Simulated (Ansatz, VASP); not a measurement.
# Two plane-wave programs on TiB2

```
Ti B
1.0
     3.03197    0.00000    0.00000
    -1.51598    2.62576    0.00000
     0.00000    0.00000    3.22390
Ti B
1 2
Direct
  0.00000 0.00000 0.00000
  0.33333 0.66667 0.50000
  0.66667 0.33333 0.50000
```

Alike in both runs: task relaxation of cell and atoms; functional PBE; k mesh 15 × 15 × 12; occupations fermi-dirac, width 0.15 eV; no spin polarisation.

```csv
,VASP,Ansatz
version,VASP 6.6.1,Ansatz 0.2.0
potentials or method,"VASP PAW PBE potentials, release 64 (Ti_sv, B), cutoff 600 eV","scalar-relativistic, plane waves, PAW"
valence electrons in the cell,18,18
```

```tsv
	VASP	Ansatz	Ansatz less VASP
gap on the k mesh at the Fermi level, each at its own relaxed structure (eV)	none	none	-
relaxed volume (Å³/atom)	8.56	8.56	-0.005
relaxed cell length with the largest relative difference (Å)	3.225	3.224	-0.0007
```

A gap of «none» marks a metal or a gap that the smearing closes.
